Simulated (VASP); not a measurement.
Tl, 2 atoms in the cell. Symmetry: P6_3/mmc, No. 194, hexagonal system. The conventional cell has a = 3.595 Å, b = 3.595 Å, c = 5.391 Å, α = 90.00°, β = 90.00°, γ = 120.00°. Within 4.5 Å of Tl (site symmetry -6m2) lie 12 Tl at 3.40 to 3.59 Å. 

| Quantity | Value |
| --- | --- |
| Program | VASP 6.6.1 |
| Task | single point |
| Functional | r2SCAN |
| Potentials or basis | VASP PAW PBE potentials, release 64 (Tl_d) |
| Cutoff | 520 eV |
| k mesh | 12 × 12 × 8 |
| Occupations | gaussian, width 0.1 eV |
| Spin | no spin polarisation |
| Dipole correction | no |
| Further INCAR settings | ALGO = Normal; EDIFF = 1e-06; NBANDS = 20 |

Potentials or basis: VASP PAW PBE potentials, release 64 (Tl_d).

Launch:

```bash
$ cat potpaw_PBE.64/Tl_d/POTCAR > POTCAR
$ cp INCAR.step1 INCAR
$ mpirun -np 1 vasp_std > vasp.out
$ cp INCAR.step2 INCAR
$ mpirun -np 1 vasp_std > vasp.out
```

Hardware: 1 thread of Intel(R) Xeon(R) Platinum 8488C (Sapphire Rapids) (shared host).

Task: How long does it take, and how much memory?

Result: Wall time 6 min on 1 thread of Intel(R) Xeon(R) Platinum 8488C (Sapphire Rapids), on a shared host, peak memory 0.24 GiB. Counts: k points 95.
